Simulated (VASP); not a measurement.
Wanted: the native input for a VASP 6.6.1 run.

| Property | Result |
| --- | --- |
| Task | single point |
| Functional | PBEsol |
| Potentials or basis | VASP PAW PBE potentials, release 64 (Ti_sv, Si) |
| Cutoff | 500 eV |
| k mesh | 10 × 10 × 10 |
| Occupations | gaussian, width 0.15 eV |
| Spin | no spin polarisation |
| Dipole correction | no |
| Further INCAR settings | ALGO = Normal; EDIFF = 1e-06; NBANDS = 29 |

The structure of TiSi2 lies in POSCAR:

```
TiSi2
1.0
    1.7585248039     -6.6741239124      0.0000000000
    1.7585248039      6.6741239124      0.0000000000
    0.0000000000      0.0000000000      3.5556151851
Ti Si
2 4
Direct
    0.8975172586      0.1024827414      0.7500000000
    0.1024827414      0.8975172586      0.2500000000
    0.5599863203      0.4400136797      0.7500000000
    0.4400136797      0.5599863203      0.2500000000
    0.2497198032      0.7502801968      0.7500000000
    0.7502801968      0.2497198032      0.2500000000
```

These files were run (other wordings do the same):

INCAR

```
SYSTEM = TiSi2
ALGO = Normal
EDIFF = 1E-6
ENCUT = 500
GGA = PS
GGA_COMPAT = .False.
ISIF = 2
ISMEAR = 0
LASPH = .True.
LCHARG = .True.
LELF = .True.
LREAL = .False.
LVHAR = .True.
LWAVE = .False.
NBANDS = 29
NELM = 120
PREC = Accurate
SIGMA = 0.15
```

KPOINTS

```
k-points
0
Gamma
  10 10 10
  0 0 0
```

Potentials or basis: VASP PAW PBE potentials, release 64 (Ti_sv, Si).

The run is started by

```console
$ cat potpaw_PBE.64/Ti_sv/POTCAR potpaw_PBE.64/Si/POTCAR > POTCAR
$ mpirun -np 1 vasp_std > vasp.out
```

It gave:

```json
{
 "Pressure": "0.1 GPa",
 "Largest force": "0.005 eV/Å",
 "Band gap on the k mesh": "zero (band 20 reaches 11.16 eV, above the bottom of band 21 at 10.14 eV)"
}
```

Caveat: the PAW data sets were made with another functional, which shifts forces and pressure a little.

It took 5.4 min on 1 thread of Intel(R) Xeon(R) 6975P-C (Granite Rapids), with other jobs on the host, peak memory 0.5 GiB.
